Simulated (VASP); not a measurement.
Crystal: CaOsO3.

```
CELL_PARAMETERS angstrom
3.95216 0.00000 0.00000
0.00000 3.95216 0.00000
0.00000 0.00000 3.95216
ATOMIC_POSITIONS crystal
Ca 0.00000 0.00000 0.00000
Os 0.50000 0.50000 0.50000
O 0.50000 0.50000 0.00000
O 0.00000 0.50000 0.50000
O 0.50000 0.00000 0.50000
```

Base run:

* Program: VASP 6.6.1
* Functional: LDA
* Potentials or basis: VASP PAW LDA potentials, release 64 (Ca_sv, Os_sv_GW, O)
* Cutoff: 700 eV
* k mesh: 5 × 5 × 5
* Occupations: methfessel-paxton, width 0.1 eV
* Spin: no spin polarisation

Its results: band gap on the k mesh zero (bands 22 and 23 overlap by 3.67 eV); pressure -13.5 GPa.

Question: The run is repeated on the same cell with these changes: k mesh from 5 × 5 × 5 to 4 × 4 × 4. What comes out?

Answer: Band gap on the k mesh zero (bands 22 and 23 overlap by 3.96 eV); pressure -14.3 GPa.

Caveats: some runs use coarse meshes; spin-orbit coupling is left out, which moves the levels of the heavy elements; the cell stands under tension (at least some runs).
